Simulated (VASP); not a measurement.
Set up this calculation in VASP 6.6.1, as the native input.

| Property | Result |
| --- | --- |
| Task | single point |
| Functional | PBE |
| Potentials or basis | VASP PAW PBE potentials, release 64 (Nb_sv) |
| Cutoff | 520 eV |
| k mesh | 9 × 9 × 9 |
| Occupations | fermi-dirac, width 0.1 eV |
| Spin | no spin polarisation |
| Dipole correction | no |
| Further INCAR settings | ALGO = Normal; EDIFF = 1e-06; NBANDS = 12 |

The structure of Nb lies in POSCAR:

```
Nb
1.0
    1.6546533645      1.6546533645      1.6546533645
   -1.6546533645      1.6546533645      1.6546533645
   -1.6546533645     -1.6546533645      1.6546533645
Nb
1
Direct
    0.0000000000      0.0000000000      0.0000000000
```

One way to write it, as run:

INCAR

```
SYSTEM = Nb
ALGO = Normal
EDIFF = 1E-6
ENCUT = 520
GGA = PE
ISIF = 2
ISMEAR = -1
LASPH = .TRUE.
LCHARG = .FALSE.
LREAL = .FALSE.
LWAVE = .FALSE.
NBANDS = 12
NELM = 60
PREC = Accurate
SIGMA = 0.1
```

KPOINTS

```
k-points
0
G
  9 9 9
  0 0 0
```

Potentials or basis: VASP PAW PBE potentials, release 64 (Nb_sv).

Run with:

```sh
$ cat potpaw_PBE.64/Nb_sv/POTCAR > POTCAR
$ mpirun -np 1 vasp_std > vasp.out
```

It gave:

```json
{
  "Pressure": "-0.3 GPa"
}
```

Wall time 6.8 s on 1 thread of Intel(R) Xeon(R) Platinum 8488C (Sapphire Rapids), on a shared host, peak memory 0.14 GiB.
